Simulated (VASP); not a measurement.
## Na2IF: single point with r2SCAN

Crystal: Na2IF.

```
F I Na
1.0
     1.99850    1.15383    6.41279
    -1.99850    1.15383    6.41279
     0.00000   -2.30767    6.41279
F I Na
1 1 2
Direct
  0.00000 0.00000 0.00000
  0.50000 0.50000 0.50000
  0.27280 0.27280 0.27280
  0.72720 0.72720 0.72720
```

```
Program             : VASP 6.6.1
Task                : single point
Functional          : r2SCAN
Potentials or basis : VASP PAW PBE potentials, release 64 (F, I, Na_pv)
Cutoff              : 520 eV
k mesh              : 6 × 6 × 6
Occupations         : gaussian, width 0.01 eV
Spin                : no spin polarisation
```

```json
{"Pressure": "-0.2 GPa", "Band gap on the k mesh": "2.52 eV"}
```

Forces on the atoms (eV/Å):
```
F    0.000  0.000  0.000
I    0.000  0.000  0.000
Na   0.000  0.000  0.003
Na   0.000  0.000 -0.003
```

Levels at points of the mesh, in eV from the valence-band top:
```
           k point  band 12  band 13  band 14  band 15  band 16  band 17
(0.00, 0.00, 0.00)    -2.16     0.00     0.00     2.52     6.47     9.11
(0.50, 0.00, 0.00)    -3.23    -1.96    -0.80     5.24     6.14     6.44
(0.50, 0.50, 0.00)    -2.92    -1.77    -0.78     4.78     6.01     6.39
(0.50, 0.50, 0.50)    -2.90    -0.01    -0.01     4.23     5.95     6.73
```

Wall time 11 min on 1 thread of Intel(R) Xeon(R) Platinum 8488C (Sapphire Rapids) (shared host), peak memory 0.45 GiB.

Caveat: the PAW data sets were made with another functional, which shifts forces and pressure a little; spin-orbit coupling is left out, which moves the levels of the heavy elements. A k mesh can miss the band edges.
